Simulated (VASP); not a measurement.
# F (Pm-3m) in VASP: further runs, part 2 of 2

VASP 6.6.1. Earlier steps stand in the parts before.

## (3) Density of states, PBE (volume scaled by 0.9)

The input, POSCAR:

```
F
1.0
    2.1153186052      0.0000000000      0.0000000000
    0.0000000000      2.1153186052      0.0000000000
    0.0000000000      0.0000000000      2.1153186052
F
1
Direct
    0.0000000000      0.0000000000      0.0000000000
```

The input, INCAR.step1:

```
SYSTEM = F
PREC = Accurate
ENCUT = 520
EDIFF = 1E-6
ISMEAR = -1
SIGMA = 0.05
LREAL = .False.
LASPH = .True.
NELM = 80
ALGO = Normal
ISIF = 2
LWAVE = .False.
LCHARG = .True.
GGA = PE
NBANDS = 10
```

The input, KPOINTS.step1:

```
regular mesh
0
Gamma
  17 17 17
  0 0 0
```

The input, INCAR.step2:

```
SYSTEM = F
PREC = Accurate
ENCUT = 520
EDIFF = 1E-6
ISMEAR = -5
SIGMA = 0.05
LREAL = .False.
LASPH = .True.
NELM = 80
ALGO = Normal
ISIF = 2
LWAVE = .False.
LCHARG = .False.
GGA = PE
LORBIT = 11
NEDOS = 2001
ICHARG = 11
```

The input, KPOINTS.step2:

```
regular mesh
0
Gamma
  26 26 26
  0 0 0
```

Potentials or basis: VASP PAW PBE potentials, release 64 (F).

Launch:

```
cat potpaw_PBE.64/F/POTCAR > POTCAR
cp INCAR.step1 INCAR
cp KPOINTS.step1 KPOINTS
mpirun -np 1 vasp_std > vasp.out
cp INCAR.step2 INCAR
cp KPOINTS.step2 KPOINTS
mpirun -np 1 vasp_std > vasp.out
```

OUTCAR:

```text
SYSTEM = F
   PREC = Accurate
   ENCUT = 520
   EDIFF = 1E-6
   ISMEAR = -5
   LREAL = .False.
   LASPH = .True.
   NELM = 80
   ISIF = 2
   GGA = PE
   LORBIT = 11
   ICHARG = 11

 ion  position               nearest neighbor table
   1  0.000  0.000  0.000-

  LATTYP: Found a simple cubic cell.
 ALAT       =     2.1153186052

  Lattice vectors:

 A1 = (   2.1153186052,   0.0000000000,   0.0000000000)
 A2 = (   0.0000000000,   2.1153186052,   0.0000000000)
 A3 = (   0.0000000000,   0.0000000000,   2.1153186052)

Analysis of symmetry for initial positions (statically):
=====================================================================
 Subroutine PRICEL returns:
 Original cell was already a primitive cell.

 Routine SETGRP: Setting up the symmetry group for a
 simple cubic supercell.

 Subroutine GETGRP returns: Found 48 space group operations
 (whereof 48 operations were pure point group operations)
 out of a pool of 48 trial point group operations.

The static configuration has the point symmetry O_h .

Analysis of symmetry for dynamics (positions and initial velocities):
=====================================================================
 Subroutine PRICEL returns:
 Original cell was already a primitive cell.

 Routine SETGRP: Setting up the symmetry group for a
 simple cubic supercell.

 Subroutine GETGRP returns: Found 48 space group operations
 (whereof 48 operations were pure point group operations)
 out of a pool of 48 trial point group operations.

The dynamic configuration has the point symmetry O_h .

 Subroutine INISYM returns: Found 48 space group operations
 (whereof 48 operations are pure point group operations),
 and found     1 'primitive' translations

----------------------------------------------------------------------------------------

                                     Primitive cell

  volume of cell :       9.4651

  direct lattice vectors                    reciprocal lattice vectors
     2.115318605  0.000000000  0.000000000     0.472742025  0.000000000  0.000000000
     0.000000000  2.115318605  0.000000000     0.000000000  0.472742025  0.000000000
     0.000000000  0.000000000  2.115318605     0.000000000  0.000000000  0.472742025

  length of vectors
     2.115318605  2.115318605  2.115318605     0.472742025  0.472742025  0.472742025

  position of ions in fractional coordinates (direct lattice)
     0.000000000  0.000000000  0.000000000

  ion indices of the primitive-cell ions
   primitive index   ion index
                 1           1

----------------------------------------------------------------------------------------

 KPOINTS: regular mesh

Automatic generation of k-mesh.
 Grid dimensions read from file:
 generate k-points for:   26   26   26

 Generating k-lattice:

  Cartesian coordinates                     Fractional coordinates (reciprocal lattice)
     0.018182386  0.000000000  0.000000000     0.038461538  0.000000000  0.000000000
     0.000000000  0.018182386  0.000000000     0.000000000  0.038461538  0.000000000
     0.000000000  0.000000000  0.018182386     0.000000000  0.000000000  0.038461538

  Length of vectors
     0.018182386  0.018182386  0.018182386

  Shift w.r.t. Gamma in fractional coordinates (k-lattice)
     0.000000000  0.000000000  0.000000000

 TETIRR: Found   8764 inequivalent tetrahedra from   105456

 Subroutine IBZKPT returns following result:
 ===========================================

 Found    560 irreducible k-points:

 Following reciprocal coordinates:
            Coordinates               Weight
  0.000000  0.000000  0.000000      1.000000
  0.038462  0.000000  0.000000      6.000000
  0.076923  0.000000  0.000000      6.000000
  0.115385  0.000000  0.000000      6.000000
  0.153846  0.000000  0.000000      6.000000
  0.192308  0.000000  0.000000      6.000000
[... 16 lines left out ...]
  0.346154  0.038462  0.000000     24.000000
  0.384615  0.038462  0.000000     24.000000
 [... further k-points ...]
   k-points           NKPTS =    560   k-points in BZ     NKDIM =    560   number of bands    NBANDS=      7
   number of dos      NEDOS =   2001   number of ions     NIONS =      1
   total plane-waves  NPLWV =   4096
   dimension x,y,z NGX =    16 NGY =   16 NGZ =   16
   dimension x,y,z NGXF=    32 NGYF=   32 NGZF=   32
   ions per type =               1
   NGX,Y,Z   is equivalent  to a cutoff of  12.57, 12.57, 12.57 a.u.
   NGXF,Y,Z  is equivalent  to a cutoff of  25.15, 25.15, 25.15 a.u.
 SYSTEM =  F
   PREC   = accura    normal or accurate (medium, high low for compatibility)
   ISTART =      0    job   : 0-new  1-cont  2-samecut
   ICHARG =     11    charge: 1-file 2-atom 10-const
   ISPIN  =      1    spin polarized calculation?
   LNONCOLLINEAR =      F non collinear calculations
   LSORBIT =      F    spin-orbit coupling
   LASPH  =      T    aspherical Exc in radial PAW
   ENCUT  =  520.0 eV  38.22 Ry    6.18 a.u.   3.93  3.93  3.93*2*pi/ulx,y,z
   NELM   =     80;   NELMIN=  2; NELMDL=  0     # of ELM steps
   EDIFF  = 0.1E-05   stopping-criterion for ELM
   LREAL  =      F    real-space projection
   EDIFFG = 0.1E-04   stopping-criterion for IOM
   NSW    =      0    number of steps for IOM
   IBRION =     -1    ionic relax: 0-MD 1-quasi-New 2-CG
   NFREE  =      0    steps in history (QN), initial steepest desc. (CG)
   ISIF   =      2    stress and relaxation
   ISYM   =      2    0-nonsym 1-usesym 2-fastsym
   POTIM  = 0.5000    time-step for ionic-motion
   TEBEG  =    0.0;   TEEND  =   0.0 temperature during run
   PSTRESS=    0.0 pullay stress
   NELECT =       7.0000    total number of electrons
   NUPDOWN=      -1.0000    fix difference up-down
   EMIN   =  10.00;   EMAX   =-10.00  energy-range for DOS
   EFERMI =   0.00;   METHOD = LEGACY
   ISMEAR =    -5;   SIGMA  =   0.05  broadening in eV -4-tet -1-fermi 0-gaus
   EFERMI_NEDOS =   21; number of points for ismear=-14 and -15
   IALGO  =     38    algorithm
   IMIX   =      4    mixing-type and parameters
     AMIX     =   0.40;   BMIX     =  1.00
     AMIX_MAG =   1.60;   BMIX_MAG =  1.00
  volume/ion in A,a.u.               =       9.47        63.87
  Fermi-wavevector in a.u.,A,eV,Ry     =   1.480466  2.797675 29.820965  2.191779
  Thomas-Fermi vector in A             =   2.594497
   LORBIT       =     11    0 simple, 1 ext, 2 COOP (PROOUT), +10 PAW based schemes
   GGA     = PE    functional components
   LHFCALC =     F    Hartree Fock is set to
   AEXX    =    0.0000 exact exchange contribution
   IVDW    =     0    specifies the selected vdW correction
   LEPSILON=     F    determine dielectric tensor
   LRPA    =     F    only Hartree local field effects (RPA)
 non-spin polarized calculation
 Fermi weights with tetrahedron method with Bloechl corrections
  energy-cutoff  :      520.00
  volume of cell :        9.47
 maximum number of plane-waves:       280
 NGX is ok and might be reduce to    16

 number of electron       6.9999989 magnetization

 Free energy of the ion-electron system (eV)
  ---------------------------------------------------
  ext. energy  EPLUGINS =         0.00000000
  ---------------------------------------------------
  free energy    TOTEN  =        -1.01724857 eV

  energy without entropy =       -1.01724857  energy(sigma->0) =       -1.01724857

 E-fermi :  -2.1607     XC(G=0): -10.4947

 val. band max:       -2.1260252735   @ k =   0.3846   0.0769   0.0769
 cond. band min:      -2.1714635974   @ k =   0.3077   0.0769   0.0769
 fundamental gap:     -0.0454383238
 Fermi energy:        -2.1606853133

 k-point     1 :       0.0000    0.0000    0.0000
  band No.  band energies     occupation
      1     -25.3036      2.00000
      2      -2.2846      2.00000
      3      -2.2846      2.00000
      4      -2.2846      2.00000
      5      11.0229      0.00000
      6      27.0676      0.00000
      7      27.0676      0.00000
[... 221 lines left out ...]
 k-point    24 :       0.3846    0.0385    0.0000
  band No.  band energies     occupation
      1     -23.9357      2.00000
      2      -7.1351      2.00000
      3      -1.9008     -0.01689
      4      -1.8194      0.00000
      5      15.9093      0.00000
      6      22.1048      0.00000
      7      31.1262      0.00000

 [... further k-points ...]

------------------------ aborting loop because EDIFF is reached ----------------------------------------

  FORCE on cell =-STRESS in cart. coord.  units (eV):
  Direction    XX          YY          ZZ          XY          YZ          ZX
  --------------------------------------------------------------------------------------
  -------------------------------------------------------------------------------------
  Total        0.4415953      0.4415953      0.4415953     -0.0000000     -0.0000000      0.0000000
  in kB       74.7493825     74.7493825     74.7493825     -0.0000000     -0.0000000      0.0000000
  external PRESSURE =      74.7493825 kB  Pullay stress =       0.0000000 kB

 VOLUME and BASIS-vectors are now :
 -----------------------------------------------------------------------------
  energy-cutoff  :      520.00
  volume of cell :        9.47
      direct lattice vectors                 reciprocal lattice vectors
     2.115318605  0.000000000  0.000000000     0.472742025  0.000000000  0.000000000
     0.000000000  2.115318605  0.000000000     0.000000000  0.472742025  0.000000000
     0.000000000  0.000000000  2.115318605     0.000000000  0.000000000  0.472742025

 POSITION                                       TOTAL-FORCE (eV/Angst)
 -----------------------------------------------------------------------------------
      0.00000      0.00000      0.00000         0.000000      0.000000      0.000000
 -----------------------------------------------------------------------------------
    total drift:                               -0.000000     -0.000000      0.000000

  FREE ENERGIE OF THE ION-ELECTRON SYSTEM (eV)
  ---------------------------------------------------
  free  energy   TOTEN  =        -1.0172485737 eV

  energy  without entropy=       -1.0172485737  energy(sigma->0) =       -1.01724857

 total charge

# of ion       s       p       d       tot
------------------------------------------
    1        1.779   4.004   0.000   5.783
```

OSZICAR.step1:

```text
N       E                     dE             d eps       ncg     rms          rms(c)
DAV:   1     0.138233705086E+02    0.13823E+02   -0.38636E+03  3486   0.622E+02
DAV:   2    -0.883261589005E+00   -0.14707E+02   -0.14224E+02  3770   0.120E+02
DAV:   3    -0.102324672579E+01   -0.13999E+00   -0.13872E+00  3810   0.935E+00
DAV:   4    -0.102336530999E+01   -0.11858E-03   -0.11858E-03  3566   0.353E-01
DAV:   5    -0.102336548350E+01   -0.17351E-06   -0.17359E-06  3758   0.120E-02    0.243E-01
DAV:   6    -0.102393912861E+01   -0.57365E-03   -0.10730E-03  3506   0.277E-01    0.122E-01
DAV:   7    -0.102439565355E+01   -0.45652E-03   -0.29239E-04  3584   0.148E-01    0.429E-02
DAV:   8    -0.102450805247E+01   -0.11240E-03   -0.84400E-05  3672   0.676E-02    0.567E-03
DAV:   9    -0.102450879132E+01   -0.73885E-06   -0.85484E-07  3664   0.854E-03
   1 F= -.10245088E+01 E0= -.10182922E+01  d E =-.124332E-01
```

Run time: 14 s. Hardware: 1 thread of Intel Xeon Platinum 8259CL at 2.50GHz (Skylake/Cascade Lake), shared host; peak memory 0.14 GiB.

What came out:

```yaml
Valence_electrons_inside_the_program's_atomic_spheres: F 5.78
```

Levels at points of the mesh, in eV from the Fermi level:
```tsv
k point	band 2	band 3	band 4	band 5	band 6	band 7
(0.00, 0.00, 0.00)	-0.12	-0.12	-0.12	13.18	29.23	29.23
(0.50, 0.00, 0.00)	-5.62	0.40	0.40	19.65	22.39	34.59
(0.50, 0.50, 0.00)	-4.08	-4.08	0.85	16.89	28.41	28.41
(0.50, 0.50, 0.50)	-2.96	-2.96	-2.96	23.46	23.46	23.46
```

Caveat: the cell differs from its parent crystal (volume scaled by 0.9); an odd number of electrons without spin polarisation forces a metal; a magnetic or distorted state may lie lower; tetrahedron occupations give inexact forces and stress in metals.

## (4) Density of states, PBE

This run uses another cell than the first one, of 10.52 Å³/atom, 1.250 times its volume.

The input, POSCAR:

```
F
1.0
    2.1909289101      0.0000000000      0.0000000000
    0.0000000000      2.1909289101      0.0000000000
    0.0000000000      0.0000000000      2.1909289101
F
1
Direct
    0.0000000000      0.0000000000      0.0000000000
```

The input, INCAR.step1:

```
PREC = Accurate
ENCUT = 520
EDIFF = 1E-6
ISMEAR = -1
SIGMA = 0.05
LREAL = F
LASPH = T
NELM = 80
ALGO = Normal
ISIF = 2
LWAVE = F
LCHARG = T
GGA = PE
NBANDS = 10
```

The input, KPOINTS.step1:

```
regular mesh
0
Gamma
  17 17 17
```

The input, INCAR.step2:

```
PREC = Accurate
ENCUT = 520
EDIFF = 1E-6
ISMEAR = -5
SIGMA = 0.05
LREAL = F
LASPH = T
NELM = 80
ALGO = Normal
ISIF = 2
LWAVE = F
LCHARG = F
GGA = PE
LORBIT = 10
NBANDS = 10
NEDOS = 1001
ICHARG = 11
```

The input, KPOINTS.step2:

```
regular mesh
0
Gamma
  26 26 26
```

Potentials or basis: VASP PAW PBE potentials, release 64 (F).

Launch:

```
cat potpaw_PBE.64/F/POTCAR > POTCAR
cp INCAR.step1 INCAR
cp KPOINTS.step1 KPOINTS
mpirun -np 1 vasp_std > vasp.out
cp INCAR.step2 INCAR
cp KPOINTS.step2 KPOINTS
mpirun -np 1 vasp_std > vasp.out
```

OUTCAR:

```text
PREC = Accurate
   ENCUT = 520
   EDIFF = 1E-6
   ISMEAR = -5
   LREAL = F
   LASPH = T
   NELM = 80
   ISIF = 2
   GGA = PE
   LORBIT = 10
   ICHARG = 11

 ion  position               nearest neighbor table
   1  0.000  0.000  0.000-

  LATTYP: Found a simple cubic cell.
 ALAT       =     2.1909289101

  Lattice vectors:

 A1 = (   2.1909289101,   0.0000000000,   0.0000000000)
 A2 = (   0.0000000000,   2.1909289101,   0.0000000000)
 A3 = (   0.0000000000,   0.0000000000,   2.1909289101)

Analysis of symmetry for initial positions (statically):
=====================================================================
 Subroutine PRICEL returns:
 Original cell was already a primitive cell.

 Routine SETGRP: Setting up the symmetry group for a
 simple cubic supercell.

 Subroutine GETGRP returns: Found 48 space group operations
 (whereof 48 operations were pure point group operations)
 out of a pool of 48 trial point group operations.

The static configuration has the point symmetry O_h .

Analysis of symmetry for dynamics (positions and initial velocities):
=====================================================================
 Subroutine PRICEL returns:
 Original cell was already a primitive cell.

 Routine SETGRP: Setting up the symmetry group for a
 simple cubic supercell.

 Subroutine GETGRP returns: Found 48 space group operations
 (whereof 48 operations were pure point group operations)
 out of a pool of 48 trial point group operations.

The dynamic configuration has the point symmetry O_h .

 Subroutine INISYM returns: Found 48 space group operations
 (whereof 48 operations are pure point group operations),
 and found     1 'primitive' translations

----------------------------------------------------------------------------------------

                                     Primitive cell

  volume of cell :      10.5168
[... 114 lines left out ...]
   GGA     = PE    functional components
   LHFCALC =     F    Hartree Fock is set to
   AEXX    =    0.0000 exact exchange contribution
   IVDW    =     0    specifies the selected vdW correction
   LEPSILON=     F    determine dielectric tensor
   LRPA    =     F    only Hartree local field effects (RPA)
 non-spin polarized calculation
 Fermi weights with tetrahedron method with Bloechl corrections
  energy-cutoff  :      520.00
  volume of cell :       10.52
 maximum number of plane-waves:       300

 number of electron       6.9999999 magnetization

 Free energy of the ion-electron system (eV)
  ---------------------------------------------------
  ext. energy  EPLUGINS =         0.00000000
  ---------------------------------------------------
  free energy    TOTEN  =        -1.04120833 eV

  energy without entropy =       -1.04120833  energy(sigma->0) =       -1.04120833

 E-fermi :  -3.2279     XC(G=0):  -9.9233

 val. band max:       -3.2023489900   @ k =   0.3846   0.0769   0.0769
 cond. band min:      -3.2332359264   @ k =   0.3077   0.0769   0.0769
 fundamental gap:     -0.0308869364
 Fermi energy:        -3.2279161877

 k-point     1 :       0.0000    0.0000    0.0000
  band No.  band energies     occupation
      1     -25.5874      2.00000
      2      -3.3286      2.00000
      3      -3.3286      2.00000
      4      -3.3286      2.00000
      5       9.3212      0.00000
      6      25.2468      0.00000
      7      25.2468      0.00000
      8      36.7663      0.00000
      9      36.7663      0.00000
     10      36.7663      0.00000
[... 287 lines left out ...]
 k-point    24 :       0.3846    0.0385    0.0000
  band No.  band energies     occupation
      1     -24.4951      2.00000
      2      -7.4666      2.00000
      3      -3.0068     -0.01729
      4      -2.9375      0.00000
      5      14.0306      0.00000
      6      19.9059      0.00000
      7      29.0205      0.00000
      8      33.9050      0.00000
      9      34.3672      0.00000
     10      39.3512      0.00000

 [... further k-points ...]

------------------------ aborting loop because EDIFF is reached ----------------------------------------

  FORCE on cell =-STRESS in cart. coord.  units (eV):
  Direction    XX          YY          ZZ          XY          YZ          ZX
  --------------------------------------------------------------------------------------
  -------------------------------------------------------------------------------------
  Total       -0.0755575     -0.0755575     -0.0755575     -0.0000000      0.0000000     -0.0000000
  in kB      -11.5107372    -11.5107372    -11.5107372     -0.0000000      0.0000000     -0.0000000
  external PRESSURE =     -11.5107372 kB  Pullay stress =       0.0000000 kB

 VOLUME and BASIS-vectors are now :
 -----------------------------------------------------------------------------
  energy-cutoff  :      520.00
  volume of cell :       10.52
      direct lattice vectors                 reciprocal lattice vectors
     2.190928910  0.000000000  0.000000000     0.456427406  0.000000000  0.000000000
     0.000000000  2.190928910  0.000000000     0.000000000  0.456427406  0.000000000
     0.000000000  0.000000000  2.190928910     0.000000000  0.000000000  0.456427406

 POSITION                                       TOTAL-FORCE (eV/Angst)
 -----------------------------------------------------------------------------------
      0.00000      0.00000      0.00000         0.000000      0.000000      0.000000
 -----------------------------------------------------------------------------------
    total drift:                               -0.000000     -0.000000      0.000000

  FREE ENERGIE OF THE ION-ELECTRON SYSTEM (eV)
  ---------------------------------------------------
  free  energy   TOTEN  =        -1.0412083346 eV

  energy  without entropy=       -1.0412083346  energy(sigma->0) =       -1.04120833

 total charge

# of ion       s       p       d       tot
------------------------------------------
    1        1.775   3.992   0.000   5.767
```

OSZICAR.step1:

```text
N       E                     dE             d eps       ncg     rms          rms(c)
DAV:   1     0.132312711669E+02    0.13231E+02   -0.37436E+03  3580   0.611E+02
DAV:   2    -0.931939993194E+00   -0.14163E+02   -0.13704E+02  3722   0.117E+02
DAV:   3    -0.104803478603E+01   -0.11609E+00   -0.11502E+00  3804   0.876E+00
DAV:   4    -0.104814076008E+01   -0.10597E-03   -0.10597E-03  3574   0.338E-01
DAV:   5    -0.104814094606E+01   -0.18598E-06   -0.18541E-06  3680   0.126E-02    0.173E-01
DAV:   6    -0.104884615927E+01   -0.70521E-03   -0.25808E-04  3702   0.120E-01    0.105E-01
DAV:   7    -0.104934353042E+01   -0.49737E-03   -0.23101E-04  3640   0.120E-01    0.227E-02
DAV:   8    -0.104938034271E+01   -0.36812E-04   -0.26769E-05  3670   0.443E-02    0.430E-03
DAV:   9    -0.104938106058E+01   -0.71787E-06   -0.12009E-06  3626   0.946E-03
   1 F= -.10493811E+01 E0= -.10419869E+01  d E =-.147883E-01
```

Wall time 18 s (1 thread of Intel Xeon Platinum 8259CL at 2.50GHz (Skylake/Cascade Lake), shared host); peak memory 0.16 GiB.

What came out:

```
Valence electrons inside the program's atomic spheres : F 5.77
```

Levels at points of the mesh, in eV from the Fermi level:
```tsv
k point	band 2	band 3	band 4	band 5	band 6	band 7
(0.00, 0.00, 0.00)	-0.10	-0.10	-0.10	12.55	28.47	28.47
(0.50, 0.00, 0.00)	-4.79	0.34	0.34	18.85	21.23	33.48
(0.50, 0.50, 0.00)	-3.48	-3.48	0.71	16.95	26.99	26.99
(0.50, 0.50, 0.50)	-2.54	-2.54	-2.54	23.07	23.07	23.07
```

Caveat: an odd number of electrons without spin polarisation forces a metal; a magnetic or distorted state may lie lower; tetrahedron occupations give inexact forces and stress in metals.
